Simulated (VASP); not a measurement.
AlN, 2 atoms in the cell. Symmetry: F-43m, No. 216, cubic system. Conventional cell: a = 4.403 Å, b = 4.403 Å, c = 4.403 Å, α = 90.00°, β = 90.00°, γ = 90.00°. Within 2.5 Å of Al (site symmetry -43m) lie 4 N at 1.91 Å. N (site symmetry -43m) has 4 Al at 1.91 Å within 2.5 Å. 

| Quantity | Value |
| --- | --- |
| Program | VASP 6.6.1 |
| Task | single point |
| Functional | PBE |
| Potentials or basis | VASP PAW PBE potentials, release 64 (Al, N) |
| Cutoff | 520 eV |
| k mesh | 6 × 6 × 6 |
| Occupations | gaussian, width 0.1 eV |
| Spin | no spin polarisation |
| Dipole correction | no |
| Further INCAR settings | ALGO = Normal; EDIFF = 1e-06; NBANDS = 11 |

Potentials or basis: VASP PAW PBE potentials, release 64 (Al, N).

Launch:

```sh
$ cat potpaw_PBE.64/Al/POTCAR potpaw_PBE.64/N/POTCAR > POTCAR
$ mpirun -np 1 vasp_std > vasp.out
```

Hardware: 1 thread of Intel(R) Xeon(R) Platinum 8488C (Sapphire Rapids), on a shared host.

Problem. How long does it take, and how much memory?

Solution. Wall time 2.9 s on 1 thread of Intel(R) Xeon(R) Platinum 8488C (Sapphire Rapids), on a shared host, peak memory 0.13 GiB. Counts: scf iterations 12, k points 16.
